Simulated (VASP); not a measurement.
# As in VASP: a series of runs, part 3 of 3

VASP 6.6.1. Earlier steps stand in the parts before.

### Step 7. Single point, r2SCAN

This run uses another cell than the first one.

POSCAR

```
As
1.0
    4.8073432907      0.0000000000      0.0000000000
    0.0000000000      3.6338988400      0.0000000000
    0.0000000000      0.0000000000     28.2703730404
As
4
Direct
    0.0760355692      0.0000000000      0.3777315134
    0.4239644308      0.5000000000      0.3777315134
    0.5760355692      0.5000000000      0.2943501734
    0.9239644308      0.0000000000      0.2943501734
```

INCAR.step1

```
  PREC = Accurate
  ENCUT = 520
  ISMEAR = -1
  SIGMA = 0.02
  LREAL = F
  LASPH = T
  NELM = 60
  LDIPOL = T
  IDIPOL = 3
  DIPOL = 0.5 0.5 0.336
  NBANDS = 18
  GGA = PE
  ALGO = Normal
  EDIFF = 1E-4
  LWAVE = T
  LCHARG = F
```

INCAR.step2

```
  PREC = Accurate
  ENCUT = 520
  EDIFF = 1E-6
  ISMEAR = -1
  SIGMA = 0.02
  LREAL = F
  LASPH = T
  NELM = 60
  ALGO = Normal
  ISIF = 2
  LWAVE = F
  LCHARG = F
  LDIPOL = T
  IDIPOL = 3
  DIPOL = 0.5 0.5 0.336
  METAGGA = R2SCAN
  LMIXTAU = T
  NBANDS = 18
  ISTART = 1
```

KPOINTS

```
Automatic mesh
0
Gamma
  6 6 1
```

Potentials or basis: VASP PAW PBE potentials, release 64 (As).

On the command line:

```sh
cat potpaw_PBE.64/As/POTCAR > POTCAR
cp INCAR.step1 INCAR
mpirun -np 1 vasp_std > vasp.out
cp INCAR.step2 INCAR
mpirun -np 1 vasp_std > vasp.out
```

OUTCAR:

```text
PREC = Accurate
   ENCUT = 520
   EDIFF = 1E-6
   ISMEAR = -1
   LREAL = F
   LASPH = T
   NELM = 60
   ISIF = 2
   METAGGA = R2SCAN
   ISTART = 1

 ion  position               nearest neighbor table
   1  0.076  0.000  0.378-   4 2.47   2 2.47   2 2.47
   2  0.424  0.500  0.378-   3 2.47   1 2.47   1 2.47
   3  0.576  0.500  0.294-   2 2.47   4 2.47   4 2.47
   4  0.924  0.000  0.294-   1 2.47   3 2.47   3 2.47

  LATTYP: Found a simple orthorhombic cell.
 ALAT       =     3.6338988400
 B/A-ratio  =     1.3229161026
 C/A-ratio  =     7.7796257643

  Lattice vectors:

 A1 = (   0.0000000000,  -3.6338988400,   0.0000000000)
 A2 = (   4.8073432907,   0.0000000000,   0.0000000000)
 A3 = (   0.0000000000,   0.0000000000,  28.2703730404)

Analysis of symmetry for initial positions (statically):
=====================================================================
 Subroutine PRICEL returns:
 Original cell was already a primitive cell.

 Routine SETGRP: Setting up the symmetry group for a
 simple orthorhombic supercell.

 Subroutine GETGRP returns: Found  8 space group operations
 (whereof  2 operations were pure point group operations)
 out of a pool of  8 trial point group operations.

The static configuration has the point symmetry C_1h.
 The point group associated with its full space group is D_2h.

Analysis of symmetry for dynamics (positions and initial velocities):
=====================================================================
 Subroutine PRICEL returns:
 Original cell was already a primitive cell.

 Routine SETGRP: Setting up the symmetry group for a
 simple orthorhombic supercell.

 Subroutine GETGRP returns: Found  8 space group operations
 (whereof  2 operations were pure point group operations)
 out of a pool of  8 trial point group operations.

[... 118 lines left out ...]
  Fermi-wavevector in a.u.,A,eV,Ry     =   0.562188  1.062381  4.300196  0.316055
  Thomas-Fermi vector in A             =   1.598802
   LORBIT       =      0    0 simple, 1 ext, 2 COOP (PROOUT), +10 PAW based schemes
   METAGGA = R2SCAN    functional components
   LHFCALC =     F    Hartree Fock is set to
   AEXX    =    0.0000 exact exchange contribution
   IVDW    =     0    specifies the selected vdW correction
   LEPSILON=     F    determine dielectric tensor
   LRPA    =     F    only Hartree local field effects (RPA)
 non-spin polarized calculation
  energy-cutoff  :      520.00
  volume of cell :      493.87
 maximum number of plane-waves:     13356
 NGX is ok and might be reduce to    36
   NGX = 17   NGY = 13   NGZ =105

 number of electron      19.9999994 magnetization

 dipolmoment           0.000000      0.000000      0.000000 electrons x Angstroem

 Free energy of the ion-electron system (eV)
  ---------------------------------------------------
  ext. energy  EPLUGINS =         0.00000000
  ---------------------------------------------------
  free energy    TOTEN  =       -58.62897906 eV

  energy without entropy =      -58.62897906  energy(sigma->0) =      -58.62897906

 E-fermi :  -2.8180     XC(G=0):  -2.1903

 val. band max:       -3.2920206877   @ k =   0.0000   0.0000   0.0000
 cond. band min:      -2.1619116480   @ k =   0.0000   0.0000   0.0000
 fundamental gap:      1.1301090397
 Fermi energy:        -2.8180297938

 k-point     1 :       0.0000    0.0000    0.0000
  band No.  band energies     occupation
      1     -17.9762      2.00000
      2     -15.7497      2.00000
      3     -12.8867      2.00000
      4      -9.4231      2.00000
      5      -8.1281      2.00000
      6      -7.0908      2.00000
[... 313 lines left out ...]
      5      -7.8763      2.00000
      6      -7.8763      2.00000
[... 10 lines left out ...]
     17       3.3650      0.00000
     18       3.3650      0.00000

------------------------ aborting loop because EDIFF is reached ----------------------------------------

 vacuum level on the upper side and lower side of the slab       (xc-potential included)         0.008         0.007

  FORCE on cell =-STRESS in cart. coord.  units (eV):
  Direction    XX          YY          ZZ          XY          YZ          ZX
  --------------------------------------------------------------------------------------
  -------------------------------------------------------------------------------------
  Total        0.0829964      0.0391680      0.1030768     -0.0000000      0.0000000      0.0000000
  in kB        0.2692529      0.1270668      0.3343968     -0.0000000      0.0000000      0.0000000
  external PRESSURE =       0.2435722 kB  Pullay stress =       0.0000000 kB

 VOLUME and BASIS-vectors are now :
 -----------------------------------------------------------------------------
  energy-cutoff  :      520.00
  volume of cell :      493.87
      direct lattice vectors                 reciprocal lattice vectors
     4.807343291  0.000000000  0.000000000     0.208015101  0.000000000  0.000000000
     0.000000000  3.633898840  0.000000000     0.000000000  0.275186527  0.000000000
     0.000000000  0.000000000 28.270373040     0.000000000  0.000000000  0.035372720

 POSITION                                       TOTAL-FORCE (eV/Angst)
 -----------------------------------------------------------------------------------
      0.36553      0.00000     10.67861        -0.025498      0.000000      0.023227
      2.03814      1.81695     10.67861         0.025498     -0.000000      0.023227
      2.76920      1.81695      8.32139        -0.025498      0.000000     -0.023227
      4.44181      0.00000      8.32139         0.025498     -0.000000     -0.023227
 -----------------------------------------------------------------------------------
    total drift:                               -0.000000      0.000000     -0.000053

  FREE ENERGIE OF THE ION-ELECTRON SYSTEM (eV)
  ---------------------------------------------------
  free  energy   TOTEN  =       -58.6289790618 eV

  energy  without entropy=      -58.6289790618  energy(sigma->0) =      -58.62897906

 vacuum level on the upper side and lower side of the slab         1.666         1.666
```

OUTCAR.step1:

```text
PREC = Accurate
   ENCUT = 520
   ISMEAR = -1
   LREAL = F
   LASPH = T
   NELM = 60
   GGA = PE
   EDIFF = 1E-4

 ion  position               nearest neighbor table
[... 557 lines left out ...]
      2.76920      1.81695      8.32139        -0.300387      0.000000     -0.266125
      4.44181      0.00000      8.32139         0.300387      0.000000     -0.266125
 -----------------------------------------------------------------------------------
    total drift:                                0.000000      0.000000     -0.000096

  FREE ENERGIE OF THE ION-ELECTRON SYSTEM (eV)
  ---------------------------------------------------
  free  energy   TOTEN  =       -18.4823887422 eV

  energy  without entropy=      -18.4823887422  energy(sigma->0) =      -18.48238874

 vacuum level on the upper side and lower side of the slab         1.666         1.666
```

Run time: 16 min. Hardware: 1 thread of Intel Xeon 8259CL, shared host; peak memory 0.57 GiB.

Results:

```
Free energy            : -58.6290 eV
Largest force          : 0.034 eV/Å
Band gap on the k mesh : 1.13 eV
```

Forces on the atoms (eV/Å):
```
As  -0.025  0.000  0.023
As   0.025  0.000  0.023
As  -0.025  0.000 -0.023
As   0.025  0.000 -0.023
```

Caveat: the PAW data sets were made with another functional, which shifts forces and pressure a little.

### Step 8. Summary

```tsv
level	potentials or basis	cell	k mesh	smearing	gap on the mesh (eV)	largest force (eV/Å)
LDA	VASP PAW LDA potentials, release 64 (As)	a = 4.290, b = 3.706, c = 28.270 Å, 4 atoms, atomic positions A	6 × 6 × 1	fermi-dirac 0.02 eV	-	0.08
PBEsol	VASP PAW PBE potentials, release 64 (As)	a = 4.363, b = 3.720, c = 28.270 Å, 4 atoms, atomic positions B	6 × 6 × 1	fermi-dirac 0.02 eV	-	0.08
PBE	VASP PAW PBE potentials, release 64 (As)	a = 4.731, b = 3.692, c = 28.270 Å, 4 atoms, atomic positions C	6 × 6 × 1	fermi-dirac 0.02 eV	0.84	0.06
PBE	VASP PAW PBE potentials, release 64 (As)	a = 4.807, b = 3.634, c = 28.270 Å, 4 atoms, atomic positions D	6 × 8 × 1	fermi-dirac 0.02 eV	0.91	0.40
LDA	VASP PAW LDA potentials, release 64 (As)	a = 4.807, b = 3.634, c = 28.270 Å, 4 atoms, atomic positions D	6 × 8 × 1	gaussian 0.01 eV	0.84	0.13
r2SCAN	VASP PAW PBE potentials, release 64 (As)	a = 4.807, b = 3.634, c = 28.270 Å, 4 atoms, atomic positions D	6 × 6 × 1	fermi-dirac 0.02 eV	1.13	0.03
```

Alike in all rows: task single point; no spin polarisation; cutoff (eV) 520.

Caveats: the PAW data sets were made with another functional, which shifts forces and pressure a little (at least some runs).

Total energies depend on the potentials used, so only differences within one code and one set of settings carry meaning.
